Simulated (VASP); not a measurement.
# Cd4Se3 in VASP: notebook

Cd4Se3 is run at these levels: PBE; tasks: single point, relaxation of cell and atoms.

Everything below comes from runs of VASP 6.6.1. Logs are shortened: lines on timing, memory, paths and dates and some standing lists are left out, and cuts for length are marked.

## (1) The cell of the first run

The typed cell holds 7 atoms: a = 4.092 Å, b = 4.091 Å, c = 12.459 Å, α = 90.18°, β = 89.86°, γ = 120.01°.

## (2) Single point, PBE

The input, INCAR:

```
PREC = Accurate ; ENCUT = 520
EDIFF = 1E-6 ; ISMEAR = 0
SIGMA = 0.2 ; LREAL = F
LASPH = T ; NELM = 60
ALGO = Normal ; ISIF = 2
LWAVE = F ; LCHARG = F
GGA = PE ; NBANDS = 42
```

The input, KPOINTS:

```
Automatic mesh
0
Gamma
  6 6 2
```

The input, POSCAR:

```
Cd4Se3
1.0
    4.0921480487     -0.0002195426      0.0047533006
   -2.0461541567      3.5429847653     -0.0064532446
    0.0158166005     -0.0136580893     12.4594771065
Cd Se
4 3
Direct
   -0.0013360022      0.0031165286      0.3908715576
    1.0017616311     -0.0025478616      0.6091585979
    0.6670822923      0.3324432782      0.8691781479
    0.3327909423      0.6677228647      0.1308136493
    0.6665433781      0.3337387187      0.2653327743
    0.3340242860      0.6665329195      0.7346590321
   -0.0008665273     -0.0010064482     -0.0000137591
```

Potentials or basis: VASP PAW PBE potentials, release 64 (Cd, Se).

Run with:

```bash
$ cat potpaw_PBE.64/Cd/POTCAR potpaw_PBE.64/Se/POTCAR > POTCAR
$ mpirun -np 1 vasp_std > vasp.out
```

OUTCAR:

```text
PREC = Accurate
   ENCUT = 520
   EDIFF = 1E-6
   ISMEAR = 0
   LREAL = F
   LASPH = T
   NELM = 60
   ISIF = 2
   GGA = PE

 ion  position               nearest neighbor table
   1  0.999  0.003  0.391-   2 2.72   5 2.83   5 2.84   5 2.84
   2  0.002  0.997  0.609-   1 2.72   6 2.83   6 2.83   6 2.84
   3  0.667  0.332  0.869-   7 2.87   7 2.87   7 2.87   6 2.89   6 2.90   6 2.90
   4  0.333  0.668  0.131-   7 2.87   7 2.87   7 2.87   5 2.89   5 2.89   5 2.90
   5  0.667  0.334  0.265-   1 2.83   1 2.84   1 2.84   4 2.89   4 2.89   4 2.90
   6  0.334  0.667  0.735-   2 2.83   2 2.83   2 2.84   3 2.89   3 2.90   3 2.90
   7  0.999  0.999  1.000-   3 2.87   4 2.87   4 2.87   3 2.87   3 2.87   4 2.87

  LATTYP: Found a triclinic cell.
 ALAT       =     4.0913970138
 B/A-ratio  =     0.9999327854
 C/A-ratio  =     3.0452910313
 COS(alpha) =     0.0007299339
 COS(beta)  =     0.0031613960
 COS(gamma) =     0.4997821228

  Lattice vectors:

 A1 = (  -2.0461541567,   3.5429847653,  -0.0064532446)
 A2 = (   2.0459938920,   3.5427652227,  -0.0016999440)
 A3 = (  -0.0158166005,   0.0136580893, -12.4594771065)

Analysis of symmetry for initial positions (statically):
=====================================================================
 Subroutine PRICEL returns:
 Original cell was already a primitive cell.

 Routine SETGRP: Setting up the symmetry group for a
 triclinic supercell.

 Subroutine GETGRP returns: Found  1 space group operations
 (whereof  1 operations were pure point group operations)
 out of a pool of  2 trial point group operations.

The static configuration has the point symmetry C_1 .

Analysis of symmetry for dynamics (positions and initial velocities):
=====================================================================
 Subroutine PRICEL returns:
 Original cell was already a primitive cell.

 Routine SETGRP: Setting up the symmetry group for a
 triclinic supercell.

 Subroutine GETGRP returns: Found  1 space group operations
 (whereof  1 operations were pure point group operations)
 out of a pool of  2 trial point group operations.

The dynamic configuration has the point symmetry C_1 .

 Subroutine INISYM returns: Found  1 space group operations
 (whereof  1 operations are pure point group operations),
 and found     1 'primitive' translations

----------------------------------------------------------------------------------------

                                     Primitive cell

  volume of cell :     180.6366

  direct lattice vectors                    reciprocal lattice vectors
     4.092148049 -0.000219543  0.004753301     0.244378188  0.141133670 -0.000155513
    -2.046154157  3.542984765 -0.006453245     0.000014784  0.282256999  0.000309392
     0.015816600 -0.013658089 12.459477106    -0.000093223  0.000092349  0.080260410

  length of vectors
     4.092150815  4.091397014 12.459494632     0.282204599  0.282257169  0.080260517

  position of ions in fractional coordinates (direct lattice)
     0.998663998  0.003116529  0.390871558
     0.001761631  0.997452138  0.609158598
     0.667082292  0.332443278  0.869178148
     0.332790942  0.667722865  0.130813649
     0.666543378  0.333738719  0.265332774
     0.334024286  0.666532919  0.734659032
     0.999133473  0.998993552  0.999986241

  ion indices of the primitive-cell ions
   primitive index   ion index
                 1           1
                 2           2
                 3           3
                 4           4
                 5           5
                 6           6
                 7           7

----------------------------------------------------------------------------------------

 KPOINTS: Automatic mesh

Automatic generation of k-mesh.
 Grid dimensions read from file:
 generate k-points for:    6    6    2

 Generating k-lattice:

  Cartesian coordinates                     Fractional coordinates (reciprocal lattice)
     0.040729698  0.023522278 -0.000025919     0.166666667  0.000000000 -0.000000000
[... 55 lines left out ...]
 cond. band min:       2.5850158978   @ k =   0.0000   0.3333   0.5000
 fundamental gap:      0.8106935717
 Fermi energy:         1.7908727283

 k-point     1 :       0.0000    0.0000    0.0000
  band No.  band energies     occupation
      1     -11.2429      2.00000
      2     -10.9374      2.00000
      3     -10.6187      2.00000
      4      -6.5999      2.00000
      5      -6.5234      2.00000
      6      -6.5226      2.00000
[... 34 lines left out ...]
     41       7.5328      0.00000
     42       7.6917      0.00000

 k-point     2 :       0.1667   -0.0000    0.0000
  band No.  band energies     occupation
      1     -11.0950      2.00000
      2     -10.8415      2.00000
      3     -10.5894      2.00000
      4      -6.5925      2.00000
      5      -6.4965      2.00000
      6      -6.4414      2.00000
[... 34 lines left out ...]
     41       8.0142      0.00000
     42       8.0898      0.00000

 k-point     3 :       0.3333    0.0000    0.0000
  band No.  band energies     occupation
      1     -10.7645      2.00000
      2     -10.6422      2.00000
      3     -10.5324      2.00000
      4      -6.5823      2.00000
      5      -6.5047      2.00000
      6      -6.4553      2.00000
[... 34 lines left out ...]
     41       7.7521      0.00000
     42       7.8074      0.00000

 k-point     4 :       0.5000   -0.0000    0.0000
  band No.  band energies     occupation
      1     -10.5814      2.00000
      2     -10.5379      2.00000
      3     -10.5003      2.00000
      4      -6.5778      2.00000
      5      -6.5264      2.00000
      6      -6.4931      2.00000
[... 844 lines left out ...]
     41       7.8445      0.00000
     42       7.9116      0.00000

 k-point    23 :       0.3333   -0.0000    0.5000
  band No.  band energies     occupation
      1     -10.7629      2.00000
      2     -10.6455      2.00000
      3     -10.5308      2.00000
      4      -6.5845      2.00000
      5      -6.4965      2.00000
      6      -6.4544      2.00000
[... 34 lines left out ...]
     41       7.5327      0.00000
     42       7.9848      0.00000

 k-point    24 :       0.5000   -0.0000    0.5000
  band No.  band energies     occupation
      1     -10.5812      2.00000
      2     -10.5386      2.00000
      3     -10.4998      2.00000
      4      -6.5847      2.00000
      5      -6.5076      2.00000
      6      -6.4624      2.00000
[... 34 lines left out ...]
     41       7.2489      0.00000
     42       8.5626      0.00000

 [... further k-points ...]

------------------------ aborting loop because EDIFF is reached ----------------------------------------

  FORCE on cell =-STRESS in cart. coord.  units (eV):
  Direction    XX          YY          ZZ          XY          YZ          ZX
  --------------------------------------------------------------------------------------
  -------------------------------------------------------------------------------------
  Total        0.2099673      0.2138780      0.2940635     -0.0035206      0.0106777     -0.0052430
  in kB        1.8623293      1.8970156      2.6082299     -0.0312266      0.0947074     -0.0465033
  external PRESSURE =       2.1225249 kB  Pullay stress =       0.0000000 kB

 VOLUME and BASIS-vectors are now :
 -----------------------------------------------------------------------------
  energy-cutoff  :      520.00
  volume of cell :      180.64
      direct lattice vectors                 reciprocal lattice vectors
     4.092148049 -0.000219543  0.004753301     0.244378188  0.141133670 -0.000155513
    -2.046154157  3.542984765 -0.006453245     0.000014784  0.282256999  0.000309392
     0.015816600 -0.013658089 12.459477106    -0.000093223  0.000092349  0.080260410

 POSITION                                       TOTAL-FORCE (eV/Angst)
 -----------------------------------------------------------------------------------
      4.08649      0.00548      4.87478         0.004153     -0.003840     -0.027029
     -2.02410      3.52564      7.58337        -0.003685      0.001594      0.025815
      2.06332      1.16582     10.83053        -0.000282     -0.000875     -0.008901
     -0.00237      2.36387      1.62714         0.000917     -0.003102      0.009423
      2.04891      1.17866      3.30692        -0.002730      0.003304      0.006125
      0.01467      2.35141      9.15075         0.000797     -0.001193     -0.005771
      2.06032      3.52554     12.45761         0.000830      0.004113      0.000337
 -----------------------------------------------------------------------------------
    total drift:                                0.000010     -0.000081     -0.000002

  FREE ENERGIE OF THE ION-ELECTRON SYSTEM (eV)
  ---------------------------------------------------
  free  energy   TOTEN  =       -16.3707179994 eV

  energy  without entropy=      -16.3493148366  energy(sigma->0) =      -16.36001642
```

Run time: 7.6 min. Hardware: 1 thread of Intel Xeon 8259CL, shared host; peak memory 0.42 GiB.

What came out:

```
Free energy            : -16.3707 eV
Pressure               : 0.2 GPa
Largest force          : 0.028 eV/Å
Band gap on the k mesh : zero (bands 33 and 34 overlap by 0.14 eV)
```

Forces in eV/Å, atoms in the order of the input:
```
Cd   0.004 -0.004 -0.027
Cd  -0.004  0.002  0.026
Cd   0.000 -0.001 -0.009
Cd   0.001 -0.003  0.009
Se  -0.003  0.003  0.006
Se   0.001 -0.001 -0.006
Se   0.001  0.004  0.000
```

Levels at points of the mesh, in eV from the Fermi level:
```tsv
k point	band 30	band 31	band 32	band 33	band 34	band 35	band 36	band 37
(0.00, 0.00, 0.00)	-0.62	-0.62	-0.47	-0.46	1.47	1.62	2.68	5.16
(0.50, 0.00, 0.00)	-1.51	-1.42	-1.33	-0.77	1.00	1.25	2.53	2.98
(0.00, 0.50, 0.00)	-1.51	-1.42	-1.33	-0.78	1.00	1.25	2.54	2.98
(0.50, 0.50, 0.00)	-1.50	-1.42	-1.34	-0.77	1.00	1.25	2.53	2.99
(0.00, 0.00, 0.50)	-0.65	-0.44	-0.44	-0.23	-0.02	2.50	2.57	5.00
(0.50, 0.00, 0.50)	-1.52	-1.08	-0.83	-0.70	-0.22	1.88	2.66	3.03
(0.00, 0.50, 0.50)	-1.53	-1.08	-0.83	-0.71	-0.22	1.88	2.66	3.04
(0.50, 0.50, 0.50)	-1.52	-1.09	-0.82	-0.70	-0.21	1.88	2.66	3.03
```

Caveat: semilocal functionals underestimate gaps, and a narrow one can read as zero.

## (3) Relaxation of cell and atoms, PBE

This run uses another cell than the first one, of 24.55 Å³/atom.

The input, INCAR:

```
PREC = Accurate
ENCUT = 600
EDIFF = 1E-6
ISMEAR = 0
SIGMA = 0.2
LREAL = False
LASPH = True
NELM = 80
ALGO = Normal
ISIF = 3
LWAVE = False
LCHARG = False
GGA = PE
IBRION = 2
NSW = 36
EDIFFG = -0.08
```

The input, KPOINTS:

```
Automatic mesh
0
Gamma
  5 5 2
```

The input, POSCAR:

```
Cd4Se3
1.0
    4.2000000000      0.0000000000      0.0000000000
   -2.1000000000      3.6373067000      0.0000000000
    0.0000000000      0.0000000000     11.2500000000
Cd Se
4 3
Direct
    0.0000000000      0.0000000000      0.3800000000
    0.0000000000      0.0000000000      0.6200000000
    0.6666666700      0.3333333300      0.8600000000
    0.3333333300      0.6666666700      0.1400000000
    0.6666666700      0.3333333300      0.2850000000
    0.3333333300      0.6666666700      0.7150000000
    0.0000000000      0.0000000000      0.0000000000
```

Potentials or basis: VASP PAW PBE potentials, release 64 (Cd, Se).

Run with:

```bash
$ cat potpaw_PBE.64/Cd/POTCAR potpaw_PBE.64/Se/POTCAR > POTCAR
$ mpirun -np 1 vasp_std > vasp.out
```

Wall time 19 min (1 thread of Intel Xeon 8259CL, shared host); peak memory 0.38 GiB.

It converged, with:

| Quantity | Value |
| --- | --- |
| Free energy | -16.3272 eV |
| Relaxed volume | 25.95 Å³/atom |
| Relaxed cell | a = 4.093 Å, b = 4.093 Å, c = 12.518 Å, α = 90.00°, β = 90.00°, γ = 120.00° |
| Space group after relaxing (to 0.1 Å) | P-3m1 (No. 164) |
| Energy gained by relaxing | 84.2 meV/atom |
| Ionic steps | 11 |
| Pressure after relaxing | -0.1 GPa |
| Largest force after relaxing | 0.048 eV/Å |
| Band gap on the k mesh | 0.08 eV (least direct gap 0.20 eV) |

Forces on the atoms (eV/Å):
```
Cd   0.000  0.000  0.048
Cd   0.000  0.000 -0.048
Cd   0.000  0.000  0.020
Cd   0.000  0.000 -0.020
Se   0.000  0.000 -0.038
Se   0.000  0.000  0.038
Se   0.000  0.000  0.000
```

Stress tensor (GPa, compression positive):
```
 0.01  0.00  0.00
 0.00  0.01  0.00
 0.00  0.00 -0.24
```

Step by step:
```tsv
step	energy change (eV)	largest force (eV/Å)	pressure (GPa)	volume (Å³)
1	0.0000	0.8091	4.35	171.86
2	-0.2762	0.4602	-0.98	188.99
3	-0.2765	0.4690	-0.83	188.34
4	-0.3678	0.4276	-0.75	187.51
5	-0.5466	0.2957	-0.53	184.67
6	-0.2199	0.9469	0.67	177.55
7	-0.5670	0.2092	-0.47	183.63
8	-0.5675	0.2294	-0.46	183.46
9	-0.5832	0.1327	0.49	179.68
10	-0.5835	0.1405	0.37	180.14
11	-0.5892	0.0481	-0.07	181.63
```

Final structure:
```yaml
crystal:
  lattice:
    - [4.09320, 0.00000, 0.00000]
    - [-2.04660, 3.54481, 0.00000]
    - [0.00000, 0.00000, 12.51771]
  atoms:
    - { symbol: Cd, position: [0.00000, 0.00000, 0.39087] }
    - { symbol: Cd, position: [0.00000, 0.00000, 0.60913] }
    - { symbol: Cd, position: [0.66667, 0.33333, 0.86856] }
    - { symbol: Cd, position: [0.33333, 0.66667, 0.13144] }
    - { symbol: Se, position: [0.66667, 0.33333, 0.26589] }
    - { symbol: Se, position: [0.33333, 0.66667, 0.73411] }
    - { symbol: Se, position: [0.00000, 0.00000, 0.00000] }
```

Levels at points of the mesh, in eV from the valence-band top:
| k point | band 29 | band 30 | band 31 | band 32 | band 33 | band 34 | band 35 | band 36 | band 37 | band 38 |
| --- | --- | --- | --- | --- | --- | --- | --- | --- | --- | --- |
| (0.00, 0.00, 0.00) | -0.69 | -0.49 | -0.49 | -0.32 | -0.32 | 1.57 | 1.73 | 2.82 | 5.25 | 5.45 |
| (0.00, 0.00, 0.50) | -0.52 | -0.52 | -0.30 | -0.30 | -0.12 | 0.08 | 2.63 | 2.68 | 5.10 | 5.22 |

Caveat: the smearing spreads over this small gap; semilocal functionals underestimate gaps, and a narrow one can read as zero; the relaxation stopped at a loose force limit of 0.08 eV/Å, so its end isn't a converged minimum.

## (4) Single point, PBE

This run uses another cell than the first one, of 25.72 Å³/atom.

The input, INCAR:

```
SYSTEM = Cd4Se3
PREC = Accurate ; ENCUT = 520
EDIFF = 1E-7 ; ISMEAR = 0
SIGMA = 0.2 ; LREAL = .False.
LASPH = .True. ; NELM = 100
ALGO = Normal ; ISIF = 2
LWAVE = .False. ; LCHARG = .False.
GGA = PE ; NBANDS = 42
```

The input, KPOINTS:

```
Automatic mesh
0
Gamma
  6 6 2
  0 0 0
```

The input, POSCAR:

```
Cd4Se3
1.0
    4.0792247146      0.0000000000      0.0000000000
   -2.0396123573      3.5327122306      0.0000000000
    0.0000000000      0.0000000000     12.4917213493
Cd Se
4 3
Direct
    0.0000000000      0.0000000000      0.3913866237
    1.0000000000      0.0000000000      0.6086133763
    0.6666666667      0.3333333333      0.8688482559
    0.3333333333      0.6666666667      0.1311517441
    0.6666666667      0.3333333333      0.2648293703
    0.3333333333      0.6666666667      0.7351706297
    0.0000000000      0.0000000000      0.0000000000
```

Run with:

```bash
$ cat potpaw_PBE.64/Cd/POTCAR potpaw_PBE.64/Se/POTCAR > POTCAR
$ mpirun -np 1 vasp_std > vasp.out
```

Run time: 3.8 min. Hardware: 1 thread of AMD EPYC 7R13, shared host; peak memory 0.28 GiB.

The run converged. Its results:

```yaml
Free_energy: -16.3687 eV
Pressure: 0.3 GPa
Largest_force: 0.069 eV/Å
Band_gap_on_the_k_mesh: zero (bands 33 and 34 overlap by 0.10 eV)
```

Forces on the atoms (eV/Å):
```
Cd   0.000  0.000 -0.069
Cd   0.000  0.000  0.069
Cd   0.000  0.000  0.021
Cd   0.000  0.000 -0.021
Se   0.000  0.000  0.047
Se   0.000  0.000 -0.047
Se   0.000  0.000  0.000
```

Levels at points of the mesh, in eV from the Fermi level:
| k point | band 29 | band 30 | band 31 | band 32 | band 33 | band 34 | band 35 | band 36 | band 37 | band 38 |
| --- | --- | --- | --- | --- | --- | --- | --- | --- | --- | --- |
| (0.00, 0.00, 0.00) | -0.80 | -0.59 | -0.59 | -0.41 | -0.41 | 1.51 | 1.65 | 2.75 | 5.18 | 5.37 |
| (0.50, 0.00, 0.00) | -2.09 | -1.50 | -1.39 | -1.31 | -0.73 | 1.03 | 1.26 | 2.51 | 3.01 | 4.71 |
| (0.00, 0.00, 0.50) | -0.62 | -0.62 | -0.39 | -0.39 | -0.25 | 0.02 | 2.57 | 2.61 | 5.00 | 5.14 |
| (0.50, 0.00, 0.50) | -2.05 | -1.49 | -1.06 | -0.83 | -0.66 | -0.19 | 1.87 | 2.69 | 3.05 | 4.45 |

Caveat: semilocal functionals underestimate gaps, and a narrow one can read as zero.

## (5) Single point, PBE

This run uses another cell than the first one, of 25.71 Å³/atom.

The input, INCAR:

```
  PREC = Accurate
  ENCUT = 520
  EDIFF = 1E-6
  ISMEAR = 0
  SIGMA = 0.2
  LREAL = F
  LASPH = T
  NELM = 60
  ALGO = Normal
  ISIF = 2
  LWAVE = F
  LCHARG = F
  GGA = PE
  NBANDS = 42
```

The input, KPOINTS:

```
regular mesh
0
Gamma
  5 5 2
```

The input, POSCAR:

```
Cd4Se3
1.0
    4.0909691157      0.0000000000      0.0000000000
   -2.0454845578      3.5428831803      0.0000000000
    0.0000000000      0.0000000000     12.4151201934
Cd Se
4 3
Direct
    0.0000000000      0.0000000000      0.3904466404
    0.0000000000      0.0000000000      0.6095533596
    0.6666666667      0.3333333333      0.8689475016
    0.3333333333      0.6666666667      0.1310524984
    0.6666666667      0.3333333333      0.2639179607
    0.3333333333      0.6666666667      0.7360820393
    0.0000000000      0.0000000000      0.0000000000
```

Run with:

```bash
$ cat potpaw_PBE.64/Cd/POTCAR potpaw_PBE.64/Se/POTCAR > POTCAR
$ mpirun -np 1 vasp_std > vasp.out
```

Run time: 2.2 min. Hardware: 1 thread of AMD EPYC 7R13, shared host; peak memory 0.26 GiB.

It converged, with:

- Free energy: -16.3273 eV
- Pressure: 0.5 GPa
- Largest force: 0.066 eV/Å
- Band gap on the k mesh: 0.11 eV (least direct gap 0.21 eV)

Forces on the atoms (eV/Å):
```
Cd   0.000  0.000  0.019
Cd   0.000  0.000 -0.019
Cd   0.000  0.000  0.036
Cd   0.000  0.000 -0.036
Se   0.000  0.000  0.066
Se   0.000  0.000 -0.066
Se   0.000  0.000  0.000
```

Stress tensor (GPa, compression positive):
```
0.41 0.00 0.00
0.00 0.41 0.00
0.00 0.00 0.65
```

Levels at points of the mesh, in eV from the valence-band top:
```csv
k point,band 30,band 31,band 32,band 33,band 34,band 35,band 36,band 37
"(0.00, 0.00, 0.00)",-0.52,-0.52,-0.34,-0.34,1.60,1.76,2.79,5.26
"(0.00, 0.00, 0.50)",-0.55,-0.32,-0.32,-0.10,0.11,2.63,2.67,5.09
```

Caveat: the smearing spreads over this small gap; semilocal functionals underestimate gaps, and a narrow one can read as zero. A k mesh can miss the band edges.

## (6) Overview

```tsv
task	cell	k mesh	cutoff (eV)	gap on the mesh (eV)	pressure (GPa)	largest force (eV/Å)
single point	a = 4.092, b = 4.091, c = 12.459 Å, angles 90.2, 89.9, 120.0°, 7 atoms, atomic positions A	6 × 6 × 2	520	none	0.2	0.03
relaxation of cell and atoms	relaxed from a = 4.200, b = 4.200, c = 11.250 Å, angles 90.0, 90.0, 120.0°, 7 atoms, atomic positions B	5 × 5 × 2	600	0.08	-0.1	0.05
single point	a = 4.079, b = 4.079, c = 12.492 Å, angles 90.0, 90.0, 120.0°, 7 atoms, atomic positions C	6 × 6 × 2	520	none	0.3	0.07
single point	a = 4.091, b = 4.091, c = 12.415 Å, angles 90.0, 90.0, 120.0°, 7 atoms, atomic positions D	5 × 5 × 2	520	0.11	0.5	0.07
```

Alike in all rows: level PBE; potentials or basis VASP PAW PBE potentials, release 64 (Cd, Se); no spin polarisation; smearing gaussian 0.2 eV.

Caveats: semilocal functionals underestimate gaps, and a narrow one can read as zero; the smearing spreads over this small gap (at least some runs); the relaxation stopped at a loose force limit of 0.08 eV/Å, so its end isn't a converged minimum (at least some runs).

Absolute energies hang on the potentials; compare differences alone.

The gap in the log of VASP goes by the Fermi energy; the results here count the filled bands.